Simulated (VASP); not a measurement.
Set up this calculation in VASP 6.6.1, as the native input.

| Quantity | Value |
| --- | --- |
| Task | single point |
| Functional | r2SCAN |
| Potentials or basis | VASP PAW PBE potentials, release 64 (Al, Ga_d, N) |
| Cutoff | 520 eV |
| k mesh | 5 × 5 × 3 |
| Occupations | gaussian, width 0.05 eV |
| Spin | no spin polarisation |
| Dipole correction | no |
| Further INCAR settings | LREAL = Auto; ALGO = Normal; EDIFF = 1e-06; NBANDS = 76 |

Crystal: AlGa3N4.

```
Al Ga N
1.0
     0.00000   -4.46534    0.00000
     0.00000    0.00000   -4.46534
     8.93069    0.00000    0.00000
Al Ga N
2 6 8
Direct
  0.00000 0.00000 0.00000
  0.00000 0.00000 0.50000
  0.50000 0.00000 0.25000
  0.50000 0.00000 0.75000
  0.00000 0.50000 0.25000
  0.00000 0.50000 0.75000
  0.50000 0.50000 0.00000
  0.50000 0.50000 0.50000
  0.24465 0.75535 0.37768
  0.24465 0.75535 0.87768
  0.75535 0.24465 0.37768
  0.75535 0.24465 0.87768
  0.24465 0.24465 0.12232
  0.24465 0.24465 0.62232
  0.75535 0.75535 0.12232
  0.75535 0.75535 0.62232
```

These files were run (other wordings do the same):

POSCAR

```
AlGa3N4
1.0
    0.0000000000     -4.4653444451      0.0000000000
    0.0000000000      0.0000000000     -4.4653444451
    8.9306888901      0.0000000000      0.0000000000
Al Ga N
2 6 8
Direct
    0.0000000000      0.0000000000      0.0000000000
    0.0000000000      0.0000000000      0.5000000000
    0.5000000000      0.0000000000      0.2500000000
    0.5000000000      0.0000000000      0.7500000000
    0.0000000000      0.5000000000      0.2500000000
    0.0000000000      0.5000000000      0.7500000000
    0.5000000000      0.5000000000      0.0000000000
    0.5000000000      0.5000000000      0.5000000000
    0.2446489449      0.7553510551      0.3776755275
    0.2446489449      0.7553510551      0.8776755275
    0.7553510551      0.2446489449      0.3776755275
    0.7553510551      0.2446489449      0.8776755275
    0.2446489449      0.2446489449      0.1223244725
    0.2446489449      0.2446489449      0.6223244725
    0.7553510551      0.7553510551      0.1223244725
    0.7553510551      0.7553510551      0.6223244725
```

INCAR.step1

```
  PREC = Accurate
  ENCUT = 520
  ISMEAR = 0
  SIGMA = 0.05
  LREAL = Auto
  LASPH = T
  NELM = 100
  NBANDS = 76
  GGA = PE
  ALGO = Normal
  EDIFF = 1E-4
  LWAVE = T
  LCHARG = F
```

INCAR.step2

```
  PREC = Accurate
  ENCUT = 520
  EDIFF = 1E-6
  ISMEAR = 0
  SIGMA = 0.05
  LREAL = Auto
  LASPH = T
  NELM = 100
  ALGO = Normal
  ISIF = 2
  LWAVE = F
  LCHARG = T
  METAGGA = R2SCAN
  LMIXTAU = T
  LELF = T
  LVHAR = T
  NBANDS = 76
  ISTART = 1
```

KPOINTS

```
regular mesh
0
Gamma
  5 5 3
```

Potentials or basis: VASP PAW PBE potentials, release 64 (Al, Ga_d, N).

The run is started by

```bash
$ cat potpaw_PBE.64/Al/POTCAR potpaw_PBE.64/Ga_d/POTCAR potpaw_PBE.64/N/POTCAR > POTCAR
$ cp INCAR.step1 INCAR
$ mpirun -np 1 vasp_std > vasp.out
$ cp INCAR.step2 INCAR
$ mpirun -np 1 vasp_std > vasp.out
```

It gave:

```
Pressure               : 0.7 GPa
Largest force          : 0.081 eV/Å
Band gap on the k mesh : 2.82 eV
```

Caveat: the PAW data sets were made with another functional, which shifts forces and pressure a little.

Wall time 13 min on 1 thread of Intel(R) Xeon(R) Platinum 8259CL CPU @ 2.50GHz (Skylake/Cascade Lake), on a shared host, peak memory 0.38 GiB.
